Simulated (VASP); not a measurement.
# Mo3H in VASP: single point with r2SCAN

Aim: the single point of Mo3H with r2SCAN.

Everything below comes from runs of VASP 6.6.1. Logs are shortened: lines on timing, memory, paths and dates and some standing lists are left out, and cuts for length are marked.

### Step 1. The cell of the first run

The cell holds a slab with vacuum, 4 atoms: a = 2.728 Å, b = 2.728 Å, c = 19.793 Å, α = 90.00°, β = 90.00°, γ = 109.47°.

### Step 2. Single point, r2SCAN

POSCAR reads:

```
Mo3H
1.0
    2.7283492377      0.0000000000      0.0000000000
   -0.9094497459      2.5723123299      0.0000000000
    0.0000000000      0.0000000000     19.7934267746
Mo H
3 1
Direct
    0.5000000000      0.5000000000      0.2020872912
    0.0000000000      0.0000000000      0.3105456181
    0.5000000000      0.5000000000      0.4189990379
    1.0000000000      1.0000000000      0.4729026398
```

INCAR.step1 reads:

```
ALGO = Normal
DIPOL = 0.5 0.5 0.351
EDIFF = 1E-4
ENCUT = 520
GGA = PE
IDIPOL = 3
ISMEAR = 0
LASPH = T
LCHARG = F
LDIPOL = T
LREAL = F
LWAVE = T
NBANDS = 30
NELM = 100
PREC = Accurate
SIGMA = 0.1
```

INCAR.step2 reads:

```
ALGO = Normal
DIPOL = 0.5 0.5 0.351
EDIFF = 1E-6
ENCUT = 520
IDIPOL = 3
ISIF = 2
ISMEAR = 0
ISTART = 1
LASPH = T
LCHARG = T
LDIPOL = T
LELF = T
LMIXTAU = T
LREAL = F
LVACPOTAV = T
LVHAR = T
LWAVE = F
METAGGA = R2SCAN
NBANDS = 30
NELM = 100
PREC = Accurate
SIGMA = 0.1
```

KPOINTS reads:

```
k-points
0
Gamma
  10 10 1
```

Potentials or basis: VASP PAW PBE potentials, release 64 (Mo_sv, H).

Launch:

```
$ cat potpaw_PBE.64/Mo_sv/POTCAR potpaw_PBE.64/H/POTCAR > POTCAR
$ cp INCAR.step1 INCAR
$ mpirun -np 1 vasp_std > vasp.out
$ cp INCAR.step2 INCAR
$ mpirun -np 1 vasp_std > vasp.out
```

OUTCAR:

```text
EDIFF = 1E-6
   ENCUT = 520
   ISIF = 2
   ISMEAR = 0
   ISTART = 1
   LASPH = T
   LREAL = F
   METAGGA = R2SCAN
   NELM = 100
   PREC = Accurate

 ion  position               nearest neighbor table
   1  0.500  0.500  0.202-   2 2.66   2 2.66   2 3.09   2 3.09
   2  0.000  0.000  0.311-   3 2.66   3 2.66   1 2.66   1 2.66   3 3.09   3 3.09   1 3.09   1 3.09

   3  0.500  0.500  0.419-   4 1.90   4 1.90   2 2.66   2 2.66   2 3.09   2 3.09
   4  0.000  0.000  0.473-   3 1.90   3 1.90

  LATTYP: Found a base centered orthorhombic cell.
 ALAT       =     3.1504263337
 B/A-ratio  =     1.4142135624
 C/A-ratio  =     6.2827772112

  Lattice vectors:

 A1 = (   2.7283492377,   0.0000000000,   0.0000000000)
 A2 = (  -0.9094497459,   2.5723123299,   0.0000000000)
 A3 = (   0.0000000000,   0.0000000000,  19.7934267746)

Analysis of symmetry for initial positions (statically):
=====================================================================
 Subroutine PRICEL returns:
 Original cell was already a primitive cell.

 Routine SETGRP: Setting up the symmetry group for a
 base centered orthorhombic supercell.

 Subroutine GETGRP returns: Found  4 space group operations
 (whereof  4 operations were pure point group operations)
 out of a pool of  8 trial point group operations.

The static configuration has the point symmetry C_2v.

Analysis of symmetry for dynamics (positions and initial velocities):
=====================================================================
 Subroutine PRICEL returns:
 Original cell was already a primitive cell.

 Routine SETGRP: Setting up the symmetry group for a
 base centered orthorhombic supercell.

 Subroutine GETGRP returns: Found  4 space group operations
 (whereof  4 operations were pure point group operations)
 out of a pool of  8 trial point group operations.

The dynamic configuration has the point symmetry C_2v.

 Subroutine INISYM returns: Found  4 space group operations
 (whereof  4 operations are pure point group operations),
 and found     1 'primitive' translations

----------------------------------------------------------------------------------------

                                     Primitive cell

  volume of cell :     138.9136

  direct lattice vectors                    reciprocal lattice vectors
     2.728349238  0.000000000  0.000000000     0.366521993  0.129585093  0.000000000
    -0.909449746  2.572312330  0.000000000     0.000000000  0.388755280  0.000000000
     0.000000000  0.000000000 19.793426775     0.000000000  0.000000000  0.050521823

  length of vectors
     2.728349238  2.728349238 19.793426775     0.388755280  0.388755280  0.050521823

  position of ions in fractional coordinates (direct lattice)
     0.500000000  0.500000000  0.202087291
     0.000000000  0.000000000  0.310545618
     0.500000000  0.500000000  0.418999038
     0.000000000  0.000000000  0.472902640

  ion indices of the primitive-cell ions
   primitive index   ion index
                 1           1
                 2           2
                 3           3
                 4           4

----------------------------------------------------------------------------------------

 KPOINTS: k-points

Automatic generation of k-mesh.
 Grid dimensions read from file:
 generate k-points for:   10   10    1

 Generating k-lattice:

  Cartesian coordinates                     Fractional coordinates (reciprocal lattice)
     0.036652199  0.012958509  0.000000000     0.100000000 -0.000000000  0.000000000
     0.000000000  0.038875528  0.000000000     0.000000000  0.100000000  0.000000000
     0.000000000  0.000000000  0.050521823     0.000000000  0.000000000  1.000000000

  Length of vectors
     0.038875528  0.038875528  0.050521823

  Shift w.r.t. Gamma in fractional coordinates (k-lattice)
     0.000000000  0.000000000  0.000000000

 Subroutine IBZKPT returns following result:
 ===========================================

 Found     31 irreducible k-points:

 Following reciprocal coordinates:
            Coordinates               Weight
  0.000000  0.000000  0.000000      1.000000
  0.100000  0.000000  0.000000      4.000000
  0.200000  0.000000  0.000000      4.000000
  0.300000  0.000000  0.000000      4.000000
  0.400000  0.000000  0.000000      4.000000
  0.500000  0.000000  0.000000      2.000000
[... 16 lines left out ...]
  0.300000  0.300000  0.000000      2.000000
  0.400000  0.300000  0.000000      4.000000
 [... further k-points ...]
   k-points           NKPTS =     31   k-points in BZ     NKDIM =     31   number of bands    NBANDS=     30
   number of dos      NEDOS =    301   number of ions     NIONS =      4
   total plane-waves  NPLWV =  60000
   dimension x,y,z NGX =    20 NGY =   20 NGZ =  150
   dimension x,y,z NGXF=    40 NGYF=   40 NGZF=  300
   ions per type =               3   1
   NGX,Y,Z   is equivalent  to a cutoff of  12.19, 12.19, 12.60 a.u.
   NGXF,Y,Z  is equivalent  to a cutoff of  24.37, 24.37, 25.20 a.u.
 SYSTEM =  unknown system
   PREC   = accura    normal or accurate (medium, high low for compatibility)
   ISTART =      1    job   : 0-new  1-cont  2-samecut
   ICHARG =      0    charge: 1-file 2-atom 10-const
   ISPIN  =      1    spin polarized calculation?
   LNONCOLLINEAR =      F non collinear calculations
   LSORBIT =      F    spin-orbit coupling
   LASPH  =      T    aspherical Exc in radial PAW
   ENCUT  =  520.0 eV  38.22 Ry    6.18 a.u.   5.07  5.07 36.80*2*pi/ulx,y,z
   NELM   =    100;   NELMIN=  2; NELMDL=  0     # of ELM steps
   EDIFF  = 0.1E-05   stopping-criterion for ELM
   LREAL  =      F    real-space projection
   EDIFFG = 0.1E-04   stopping-criterion for IOM
   NSW    =      0    number of steps for IOM
   IBRION =     -1    ionic relax: 0-MD 1-quasi-New 2-CG
   NFREE  =      0    steps in history (QN), initial steepest desc. (CG)
   ISIF   =      2    stress and relaxation
   ISYM   =      2    0-nonsym 1-usesym 2-fastsym
   POTIM  = 0.5000    time-step for ionic-motion
   TEBEG  =    0.0;   TEEND  =   0.0 temperature during run
   PSTRESS=    0.0 pullay stress
   NELECT =      43.0000    total number of electrons
   NUPDOWN=      -1.0000    fix difference up-down
   EMIN   =  10.00;   EMAX   =-10.00  energy-range for DOS
   EFERMI =   0.00;   METHOD = LEGACY
   ISMEAR =     0;   SIGMA  =   0.10  broadening in eV -4-tet -1-fermi 0-gaus
   EFERMI_NEDOS =   21; number of points for ismear=-14 and -15
   IALGO  =     38    algorithm
   IMIX   =      4    mixing-type and parameters
     AMIX     =   0.40;   BMIX     =  1.00
     AMIX_MAG =   1.60;   BMIX_MAG =  1.00
  volume/ion in A,a.u.               =      34.73       234.36
  Fermi-wavevector in a.u.,A,eV,Ry     =   1.107430  2.092738 16.686187  1.226400
  Thomas-Fermi vector in A             =   2.243944
   LORBIT       =      0    0 simple, 1 ext, 2 COOP (PROOUT), +10 PAW based schemes
   METAGGA = R2SCAN    functional components
   LHFCALC =     F    Hartree Fock is set to
   AEXX    =    0.0000 exact exchange contribution
   IVDW    =     0    specifies the selected vdW correction
   LEPSILON=     F    determine dielectric tensor
   LRPA    =     F    only Hartree local field effects (RPA)
 non-spin polarized calculation
 Gauss-broadening in eV      SIGMA  =   0.10
  energy-cutoff  :      520.00
  volume of cell :      138.91
 maximum number of plane-waves:      3790
   NGX = 11   NGY = 11   NGZ = 73

 dipolmoment           0.000000      0.000000      0.000325 electrons x Angstroem

 number of electron      42.9999993 magnetization

 dipolmoment           0.000000      0.000000     -0.002095 electrons x Angstroem

 Free energy of the ion-electron system (eV)
  ---------------------------------------------------
  ext. energy  EPLUGINS =         0.00000000
  ---------------------------------------------------
  free energy    TOTEN  =       -79.51605598 eV

  energy without entropy =      -79.49261255  energy(sigma->0) =      -79.50433426

 E-fermi :   1.4894     XC(G=0):  -5.9709

 val. band max:        1.4705665029   @ k =   0.2000   0.2000   0.0000
 cond. band min:       1.5069748003   @ k =   0.4000   0.4000   0.0000
 fundamental gap:      0.0364082974
 Fermi energy:         1.4894262745

 k-point     1 :       0.0000    0.0000    0.0000
  band No.  band energies     occupation
      1     -61.7858      2.00000
      2     -61.5990      2.00000
      3     -61.3882      2.00000
      4     -35.6498      2.00000
      5     -34.9905      2.00000
      6     -34.7586      2.00000
[... 22 lines left out ...]
     29       3.6524      0.00000
     30       3.9597      0.00000

 k-point     2 :       0.1000    0.0000    0.0000
  band No.  band energies     occupation
      1     -61.7662      2.00000
      2     -61.5874      2.00000
      3     -61.3775      2.00000
      4     -35.6175      2.00000
      5     -35.0500      2.00000
      6     -34.7522      2.00000
[... 22 lines left out ...]
     29       3.8321      0.00000
     30       4.1807      0.00000

 k-point     3 :       0.2000    0.0000    0.0000
  band No.  band energies     occupation
      1     -61.7131      2.00000
      2     -61.5581      2.00000
      3     -61.3497      2.00000
      4     -35.5393      2.00000
      5     -35.2225      2.00000
      6     -34.8663      2.00000
[... 22 lines left out ...]
     29       4.0744      0.00000
     30       4.4458      0.00000

 k-point     4 :       0.3000    0.0000    0.0000
  band No.  band energies     occupation
      1     -61.6421      2.00000
      2     -61.5262      2.00000
      3     -61.3153      2.00000
      4     -35.5086      2.00000
      5     -35.4727      2.00000
      6     -35.0986      2.00000
[... 616 lines left out ...]
     29       4.7429      0.00000
     30       5.0775      0.00000

 k-point    23 :       0.3000    0.3000    0.0000
  band No.  band energies     occupation
      1     -61.5044      2.00000
      2     -61.4751      2.00000
      3     -61.2403      2.00000
      4     -35.4986      2.00000
      5     -35.4267      2.00000
      6     -35.2564      2.00000
[... 22 lines left out ...]
     29       7.1823      0.00000
     30       8.0689      0.00000

 k-point    24 :       0.4000    0.3000    0.0000
  band No.  band energies     occupation
      1     -61.5022      2.00000
      2     -61.4302      2.00000
      3     -61.2106      2.00000
      4     -35.5422      2.00000
      5     -35.4836      2.00000
      6     -35.3336      2.00000
[... 22 lines left out ...]
     29       8.2852      0.00000
     30       9.2879      0.00000

 [... further k-points ...]
[... 5 lines left out ...]
  --------------------------------------------------------------------------------------
  -------------------------------------------------------------------------------------
  Total       -1.5152919     -1.5932728      1.1732040     -0.1102817      0.0000000      0.0000000
  in kB      -17.4768124    -18.3762152     13.5312982     -1.2719477      0.0000000      0.0000000
  external PRESSURE =      -7.4405765 kB  Pullay stress =       0.0000000 kB

 VOLUME and BASIS-vectors are now :
 -----------------------------------------------------------------------------
  energy-cutoff  :      520.00
  volume of cell :      138.91
      direct lattice vectors                 reciprocal lattice vectors
     2.728349238  0.000000000  0.000000000     0.366521993  0.129585093  0.000000000
    -0.909449746  2.572312330  0.000000000     0.000000000  0.388755280  0.000000000
     0.000000000  0.000000000 19.793426775     0.000000000  0.000000000  0.050521823

 POSITION                                       TOTAL-FORCE (eV/Angst)
 -----------------------------------------------------------------------------------
      0.90945      1.28616      4.00000        -0.000000      0.000000      0.056435
      0.00000      0.00000      6.14676        -0.000000      0.000000     -0.672160
      0.90945      1.28616      8.29343         0.000000      0.000000      0.625730
      0.00000      0.00000      9.36036         0.000000      0.000000     -0.010006
 -----------------------------------------------------------------------------------
    total drift:                               -0.000000     -0.000000      0.000942

  FREE ENERGIE OF THE ION-ELECTRON SYSTEM (eV)
  ---------------------------------------------------
  free  energy   TOTEN  =       -79.5160559804 eV

  energy  without entropy=      -79.4926125490  energy(sigma->0) =      -79.50433426

 vacuum level on the upper side and lower side of the slab         5.963         6.016
```

Run time: 4.7 min. Hardware: 1 thread of Intel Xeon 6975P-C (Granite Rapids), shared host; peak memory 0.3 GiB.

Results:

| Property | Result |
| --- | --- |
| Free energy | -79.5161 eV |
| Largest force | 0.672 eV/Å |

Forces in eV/Å, atoms in the order of the input:
```
Mo   0.000  0.000  0.056
Mo   0.000  0.000 -0.672
Mo   0.000  0.000  0.626
H    0.000  0.000 -0.010
```

Caveat: the PAW data sets were made with another functional, which shifts forces and pressure a little.
